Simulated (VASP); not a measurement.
Crystal: La.

```xyz
1
Lattice="-2.0951 2.0951 2.0951 2.0951 -2.0951 2.0951 2.0951 2.0951 -2.0951" Properties=species:S:1:pos:R:3 pbc="T T T"
La    0.0000    0.0000    0.0000
```

This cell differs from its parent crystal: volume scaled by 0.96.

Base run:

```yaml
Program: VASP 6.6.1
Functional: PBE
Potentials_or_basis: VASP PAW PBE potentials, release 64 (La)
Cutoff: 520 eV
k_mesh: 9 × 9 × 9
Occupations: fermi-dirac, width 0.05 eV
Spin: no spin polarisation
```

Its results: pressure 0.6 GPa.

The run is repeated on the same cell with these changes: functional from PBE to PBEsol; further incar settings from ALGO = Fast; EDIFF = 1e-07; NBANDS = 12 to ALGO = Normal; EDIFF = 1e-06; NBANDS = 12. What comes out?

Pressure -1.7 GPa.

Caveats: the PAW data sets were made with another functional, which shifts forces and pressure a little (some runs).
